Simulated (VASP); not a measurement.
# MgO (Amm2) in VASP: a series of runs

Runs on MgO. Level: PBE. Tasks: single point.

All numbers are computed with VASP 6.6.1; they aren't measurements. Logs are shortened: lines on timing, memory, paths and dates and some standing lists are left out, and cuts for length are marked.

### Step 1. The cell of the first run

It takes space group Amm2 (No. 38, orthorhombic). Conventional cell: a = 2.680 Å, b = 2.938 Å, c = 4.885 Å, α = 90.00°, β = 90.00°, γ = 90.00°. Mg (site symmetry mm2) has 6 O at 2.11 to 2.15 Å and 2 Mg at 2.68 Å within 2.8 Å. O (site symmetry mm2) has 6 Mg at 2.11 to 2.15 Å and 2 O at 2.68 Å within 2.8 Å.

### Step 2. Single point, PBE (strain -0.0400 x Voigt [0, 1, 0, 0, 0, 0])

The input, INCAR:

```
PREC = Accurate
ENCUT = 520
EDIFF = 1E-6
ISMEAR = 0
SIGMA = 0.05
LREAL = F
LASPH = T
NELM = 100
ALGO = Normal
ISIF = 2
LWAVE = F
LCHARG = T
GGA = PE
LELF = T
LVHAR = T
NBANDS = 11
```

The input, KPOINTS:

```
Automatic mesh
0
Gamma
  9 9 8
```

The input, POSCAR:

```
MgO
1.0
    2.9380209034      0.0000000000      0.0000000000
   -1.4690104517      2.4426247096      0.0000000000
    0.0000000000      0.0000000000      2.6796800000
Mg O
1 1
Direct
    0.0000000000      0.0000000000      0.0000000000
    0.3333333333      0.6666666667      0.5000000000
```

Potentials or basis: VASP PAW PBE potentials, release 64 (Mg, O).

Started as:

```bash
$ cat potpaw_PBE.64/Mg/POTCAR potpaw_PBE.64/O/POTCAR > POTCAR
$ mpirun -np 1 vasp_std > vasp.out
```

OUTCAR:

```text
PREC = Accurate
   ENCUT = 520
   EDIFF = 1E-6
   ISMEAR = 0
   LREAL = F
   LASPH = T
   NELM = 100
   ISIF = 2
   GGA = PE

 ion  position               nearest neighbor table
   1  0.000  0.000  0.000-   2 2.11   2 2.11   2 2.15   2 2.15   2 2.15   2 2.15
   2  0.333  0.667  0.500-   1 2.11   1 2.11   1 2.15   1 2.15   1 2.15   1 2.15

  Warning from LATTYP: Monoclinic adjustment (A1->A3, A2->A1, A3->A2)!
  LATTYP: Found a base centered orthorhombic cell.
 ALAT       =     2.9380209034
 B/A-ratio  =     1.6627687752
 C/A-ratio  =     0.9120697531

  Lattice vectors:

 A1 = (   1.4690104517,  -2.4426247096,   0.0000000000)
 A2 = (   1.4690104517,   2.4426247096,   0.0000000000)
 A3 = (   0.0000000000,   0.0000000000,   2.6796800000)

Analysis of symmetry for initial positions (statically):
=====================================================================
 Subroutine PRICEL returns:
 Original cell was already a primitive cell.

 Routine SETGRP: Setting up the symmetry group for a
 base centered orthorhombic supercell.

 Subroutine GETGRP returns: Found  4 space group operations
 (whereof  4 operations were pure point group operations)
 out of a pool of  8 trial point group operations.

The static configuration has the point symmetry C_2v.

Analysis of symmetry for dynamics (positions and initial velocities):
=====================================================================
 Subroutine PRICEL returns:
 Original cell was already a primitive cell.

 Routine SETGRP: Setting up the symmetry group for a
 base centered orthorhombic supercell.

 Subroutine GETGRP returns: Found  4 space group operations
 (whereof  4 operations were pure point group operations)
 out of a pool of  8 trial point group operations.

The dynamic configuration has the point symmetry C_2v.

 Subroutine INISYM returns: Found  4 space group operations
 (whereof  4 operations are pure point group operations),
 and found     1 'primitive' translations

----------------------------------------------------------------------------------------

                                     Primitive cell

  volume of cell :      19.2307

  direct lattice vectors                    reciprocal lattice vectors
     2.938020903  0.000000000  0.000000000     0.340365175  0.204697839  0.000000000
    -1.469010452  2.442624710  0.000000000     0.000000000  0.409395678  0.000000000
     0.000000000  0.000000000  2.679680000     0.000000000  0.000000000  0.373178887

  length of vectors
     2.938020903  2.850334573  2.679680000     0.397177112  0.409395678  0.373178887

  position of ions in fractional coordinates (direct lattice)
     0.000000000  0.000000000  0.000000000
     0.333333333  0.666666667  0.500000000

  ion indices of the primitive-cell ions
   primitive index   ion index
                 1           1
                 2           2

----------------------------------------------------------------------------------------

 KPOINTS: Automatic mesh

Automatic generation of k-mesh.
 Grid dimensions read from file:
 generate k-points for:    9    9    8

 Generating k-lattice:

  Cartesian coordinates                     Fractional coordinates (reciprocal lattice)
     0.037818353  0.022744204  0.000000000     0.111111111  0.000000000  0.000000000
     0.000000000  0.045488409  0.000000000     0.000000000  0.111111111  0.000000000
     0.000000000  0.000000000  0.046647361     0.000000000  0.000000000  0.125000000

  Length of vectors
     0.044130790  0.045488409  0.046647361

  Shift w.r.t. Gamma in fractional coordinates (k-lattice)
     0.000000000  0.000000000  0.000000000

 Subroutine IBZKPT returns following result:
 ===========================================

 Found    125 irreducible k-points:

 Following reciprocal coordinates:
            Coordinates               Weight
  0.000000  0.000000  0.000000      1.000000
  0.111111 -0.000000  0.000000      4.000000
  0.222222 -0.000000  0.000000      4.000000
  0.333333  0.000000  0.000000      4.000000
  0.444444 -0.000000  0.000000      4.000000
  0.000000  0.111111  0.000000      2.000000
[... 16 lines left out ...]
  0.333333  0.333333  0.000000      2.000000
  0.000000  0.444444  0.000000      2.000000
 [... further k-points ...]
   k-points           NKPTS =    125   k-points in BZ     NKDIM =    125   number of bands    NBANDS=     11
   number of dos      NEDOS =    301   number of ions     NIONS =      2
   total plane-waves  NPLWV =  11520
   dimension x,y,z NGX =    24 NGY =   24 NGZ =   20
   dimension x,y,z NGXF=    48 NGYF=   48 NGZF=   40
   ions per type =               1   1
   NGX,Y,Z   is equivalent  to a cutoff of  13.58, 14.00, 12.41 a.u.
   NGXF,Y,Z  is equivalent  to a cutoff of  27.16, 28.00, 24.82 a.u.
 SYSTEM =  unknown system
   PREC   = accura    normal or accurate (medium, high low for compatibility)
   ISTART =      0    job   : 0-new  1-cont  2-samecut
   ICHARG =      2    charge: 1-file 2-atom 10-const
   ISPIN  =      1    spin polarized calculation?
   LNONCOLLINEAR =      F non collinear calculations
   LSORBIT =      F    spin-orbit coupling
   LASPH  =      T    aspherical Exc in radial PAW
   ENCUT  =  520.0 eV  38.22 Ry    6.18 a.u.   5.46  5.30  4.98*2*pi/ulx,y,z
   NELM   =    100;   NELMIN=  2; NELMDL= -5     # of ELM steps
   EDIFF  = 0.1E-05   stopping-criterion for ELM
   LREAL  =      F    real-space projection
   EDIFFG = 0.1E-04   stopping-criterion for IOM
   NSW    =      0    number of steps for IOM
   IBRION =     -1    ionic relax: 0-MD 1-quasi-New 2-CG
   NFREE  =      0    steps in history (QN), initial steepest desc. (CG)
   ISIF   =      2    stress and relaxation
   ISYM   =      2    0-nonsym 1-usesym 2-fastsym
   POTIM  = 0.5000    time-step for ionic-motion
   TEBEG  =    0.0;   TEEND  =   0.0 temperature during run
   PSTRESS=    0.0 pullay stress
   NELECT =       8.0000    total number of electrons
   NUPDOWN=      -1.0000    fix difference up-down
   EMIN   =  10.00;   EMAX   =-10.00  energy-range for DOS
   EFERMI =   0.00;   METHOD = LEGACY
   ISMEAR =     0;   SIGMA  =   0.05  broadening in eV -4-tet -1-fermi 0-gaus
   EFERMI_NEDOS =   21; number of points for ismear=-14 and -15
   IALGO  =     38    algorithm
   IMIX   =      4    mixing-type and parameters
     AMIX     =   0.40;   BMIX     =  1.00
     AMIX_MAG =   1.60;   BMIX_MAG =  1.00
  volume/ion in A,a.u.               =       9.62        64.89
  Fermi-wavevector in a.u.,A,eV,Ry     =   1.222100  2.309434 20.320678  1.493528
  Thomas-Fermi vector in A             =   2.357259
   LORBIT       =      0    0 simple, 1 ext, 2 COOP (PROOUT), +10 PAW based schemes
   GGA     = PE    functional components
   LHFCALC =     F    Hartree Fock is set to
   AEXX    =    0.0000 exact exchange contribution
   IVDW    =     0    specifies the selected vdW correction
   LEPSILON=     F    determine dielectric tensor
   LRPA    =     F    only Hartree local field effects (RPA)
 non-spin polarized calculation
 Gauss-broadening in eV      SIGMA  =   0.05
  energy-cutoff  :      520.00
  volume of cell :       19.23
 maximum number of plane-waves:       532
 NGX is ok and might be reduce to    24
   NGX = 11   NGY = 11   NGZ =  9

 number of electron       7.9999995 magnetization

 Free energy of the ion-electron system (eV)
  ---------------------------------------------------
  ext. energy  EPLUGINS =         0.00000000
  ---------------------------------------------------
  free energy    TOTEN  =       -11.19834089 eV

  energy without entropy =      -11.19834089  energy(sigma->0) =      -11.19834089

 E-fermi :   3.8979     XC(G=0): -10.9281

 val. band max:        3.6748651659   @ k =   0.0000   0.0000   0.5000
 cond. band min:       6.8706237945   @ k =   0.0000   0.0000   0.0000
 fundamental gap:      3.1957586286
 Fermi energy:         3.8978864791

 k-point     1 :       0.0000    0.0000    0.0000
  band No.  band energies     occupation
      1     -14.0150      2.00000
      2       2.9960      2.00000
      3       3.0250      2.00000
      4       3.2135      2.00000
      5       6.8706      0.00000
      6      15.5178      0.00000
      7      19.3458      0.00000
      8      20.3625      0.00000
      9      24.0982      0.00000
     10      24.7131      0.00000
     11      26.1817      0.00000

 k-point     2 :       0.1111   -0.0000    0.0000
  band No.  band energies     occupation
      1     -13.8998      2.00000
      2       2.2324      2.00000
      3       3.0673      2.00000
      4       3.0767      2.00000
      5       7.6061      0.00000
      6      15.6531      0.00000
      7      18.3317      0.00000
      8      20.4624      0.00000
      9      24.4562      0.00000
     10      25.2208      0.00000
     11      26.7654      0.00000

 k-point     3 :       0.2222   -0.0000    0.0000
  band No.  band energies     occupation
      1     -13.5913      2.00000
      2       0.7572      2.00000
      3       2.8584      2.00000
      4       3.1772      2.00000
      5       8.8996      0.00000
      6      15.3441      0.00000
      7      17.4510      0.00000
      8      21.1909      0.00000
      9      23.7680      0.00000
     10      24.8625      0.00000
     11      28.0235      0.00000

 k-point     4 :       0.3333    0.0000    0.0000
  band No.  band energies     occupation
      1     -13.2061      2.00000
      2      -0.5683      2.00000
      3       2.6312      2.00000
      4       3.3076      2.00000
      5       9.9895      0.00000
      6      14.5968      0.00000
      7      17.3338      0.00000
      8      21.9326      0.00000
      9      22.9483      0.00000
     10      24.9354      0.00000
     11      29.4420      0.00000

 k-point     5 :       0.4444   -0.0000    0.0000
  band No.  band energies     occupation
      1     -12.9298      2.00000
      2      -1.3487      2.00000
      3       2.4910      2.00000
      4       3.3960      2.00000
      5      10.5194      0.00000
      6      14.4919      0.00000
      7      16.8819      0.00000
      8      22.3277      0.00000
      9      22.4077      0.00000
     10      25.7405      0.00000
     11      29.0533      0.00000
[... 211 lines left out ...]
 k-point    21 :       0.1111    0.3333    0.0000
  band No.  band energies     occupation
      1     -12.9199      2.00000
      2      -0.8242      2.00000
      3       1.8215      2.00000
      4       3.4125      2.00000
      5      10.5194      0.00000
      6      14.5691      0.00000
      7      17.2354      0.00000
      8      21.4629      0.00000
      9      22.9385      0.00000
     10      25.8567      0.00000
     11      27.1124      0.00000

 k-point    22 :       0.2222    0.3333    0.0000
  band No.  band energies     occupation
      1     -12.7486      2.00000
      2      -0.7449      2.00000
      3       0.8123      2.00000
      4       3.4676      2.00000
      5      11.6274      0.00000
      6      14.7863      0.00000
      7      16.4799      0.00000
      8      22.3749      0.00000
      9      22.9194      0.00000
     10      25.5434      0.00000
     11      25.8593      0.00000

 k-point    23 :       0.3333    0.3333    0.0000
  band No.  band energies     occupation
      1     -12.7050      2.00000
      2      -0.1823      2.00000
      3      -0.1042      2.00000
      4       3.4794      2.00000
      5      12.2717      0.00000
      6      15.2996      0.00000
      7      15.6032      0.00000
      8      22.9448      0.00000
      9      23.6747      0.00000
     10      24.9823      0.00000
     11      25.5593      0.00000

 k-point    24 :       0.0000    0.4444    0.0000
  band No.  band energies     occupation
      1     -12.8313      2.00000
      2      -1.2110      2.00000
      3       2.1465      2.00000
      4       3.4413      2.00000
      5      10.1680      0.00000
      6      14.7351      0.00000
      7      16.9999      0.00000
      8      21.5637      0.00000
      9      22.7043      0.00000
     10      26.1806      0.00000
     11      28.4779      0.00000

 [... further k-points ...]

------------------------ aborting loop because EDIFF is reached ----------------------------------------

  FORCE on cell =-STRESS in cart. coord.  units (eV):
  Direction    XX          YY          ZZ          XY          YZ          ZX
  --------------------------------------------------------------------------------------
  -------------------------------------------------------------------------------------
  Total        0.4179017      1.6277281     -0.1888811      0.0000000      0.0000000      0.0000000
  in kB       34.8169052    135.6119219    -15.7363726      0.0000000      0.0000000      0.0000000
  external PRESSURE =      51.5641515 kB  Pullay stress =       0.0000000 kB

 VOLUME and BASIS-vectors are now :
 -----------------------------------------------------------------------------
  energy-cutoff  :      520.00
  volume of cell :       19.23
      direct lattice vectors                 reciprocal lattice vectors
     2.938020903  0.000000000  0.000000000     0.340365175  0.204697839  0.000000000
    -1.469010452  2.442624710  0.000000000     0.000000000  0.409395678  0.000000000
     0.000000000  0.000000000  2.679680000     0.000000000  0.000000000  0.373178887

 POSITION                                       TOTAL-FORCE (eV/Angst)
 -----------------------------------------------------------------------------------
      0.00000      0.00000      0.00000        -0.000000     -0.045475      0.000000
     -0.00000      1.62842      1.33984         0.000000      0.045475      0.000000
 -----------------------------------------------------------------------------------
    total drift:                                0.000000      0.000821      0.000000

  FREE ENERGIE OF THE ION-ELECTRON SYSTEM (eV)
  ---------------------------------------------------
  free  energy   TOTEN  =       -11.1983408922 eV

  energy  without entropy=      -11.1983408922  energy(sigma->0) =      -11.19834089
```

It took 23 s on 1 thread of Intel Xeon 8259CL, shared host; peak memory 0.15 GiB.

What came out:

```yaml
Free_energy: -11.1983 eV
Pressure: 5.2 GPa
Largest_force: 0.045 eV/Å
Band_gap_on_the_k_mesh: 3.20 eV, indirect (least direct gap 3.66 eV)
```

Forces on the atoms (eV/Å):
```
Mg   0.000 -0.045  0.000
O    0.000  0.045  0.000
```

Stress tensor (GPa, compression positive):
```
 3.48  0.00  0.00
 0.00 13.56  0.00
 0.00  0.00 -1.57
```

Levels at points of the mesh, in eV from the valence-band top:
```tsv
k point	band 1	band 2	band 3	band 4	band 5	band 6	band 7	band 8	band 9
(0.00, 0.00, 0.00)	-17.69	-0.68	-0.65	-0.46	3.20	11.84	15.67	16.69	20.42
(0.00, 0.00, 0.50)	-16.59	-5.66	-0.17	0.00	8.69	9.13	17.34	18.41	18.61
```

Caveat: the cell differs from its parent crystal (strain -0.0400 x Voigt [0, 1, 0, 0, 0, 0]). A k mesh can miss the band edges.

### Step 3. Single point, PBE (strain -0.0300 x Voigt [0, 1, 0, 0, 0, 0])

The input, INCAR:

```
SYSTEM = MgO
PREC     = Accurate       ! precision mode
ENCUT    = 520            ! plane-wave cutoff, eV
EDIFF    = 1E-7           ! SCF threshold, eV
ISMEAR   = 0              ! smearing method
SIGMA    = 0.05           ! smearing width, eV
LREAL    = .False.        ! projectors in reciprocal space
LASPH    = .True.         ! aspherical terms in the spheres
NELM     = 60             ! most SCF steps
ALGO     = Normal         ! electronic algorithm
ISIF     = 2              ! what is computed and relaxed
LWAVE    = .False.        ! write WAVECAR
LCHARG   = .False.        ! write CHGCAR
GGA      = PE             ! functional
NBANDS   = 11             ! bands
```

The input, KPOINTS:

```
regular mesh
0
Gamma
  9 9 8
  0 0 0
```

The input, POSCAR:

```
MgO
1.0
    2.9380209034      0.0000000000      0.0000000000
   -1.4690104517      2.4680687170      0.0000000000
    0.0000000000      0.0000000000      2.6796800000
Mg O
1 1
Direct
    0.0000000000      0.0000000000      0.0000000000
    0.3333333333      0.6666666667      0.5000000000
```

Potentials or basis: VASP PAW PBE potentials, release 64 (Mg, O).

Started as:

```bash
$ cat potpaw_PBE.64/Mg/POTCAR potpaw_PBE.64/O/POTCAR > POTCAR
$ mpirun -np 1 vasp_std > vasp.out
```

Run time: 26 s. Hardware: 1 thread of Intel Xeon 8259CL, shared host; peak memory 0.15 GiB.

Results (log left out):

| Item | Value |
| --- | --- |
| Free energy | -11.2131 eV |
| Pressure | 3.5 GPa |
| Largest force | 0.026 eV/Å |
| Band gap on the k mesh | 3.17 eV, indirect (least direct gap 3.65 eV) |

Forces on the atoms (eV/Å):
```
Mg   0.000 -0.026  0.000
O    0.000  0.026  0.000
```

Stress tensor (GPa, compression positive):
```
 2.27  0.00  0.00
 0.00  9.72  0.00
 0.00  0.00 -1.44
```

Levels at points of the mesh, in eV from the valence-band top:
| k point | band 1 | band 2 | band 3 | band 4 | band 5 | band 6 | band 7 | band 8 | band 9 |
| --- | --- | --- | --- | --- | --- | --- | --- | --- | --- |
| (0.00, 0.00, 0.00) | -17.60 | -0.64 | -0.56 | -0.47 | 3.17 | 11.87 | 15.67 | 16.41 | 20.29 |
| (0.00, 0.00, 0.50) | -16.51 | -5.55 | -0.13 | 0.00 | 8.61 | 9.13 | 17.42 | 18.21 | 18.61 |

Caveat: the cell differs from its parent crystal (strain -0.0300 x Voigt [0, 1, 0, 0, 0, 0]).
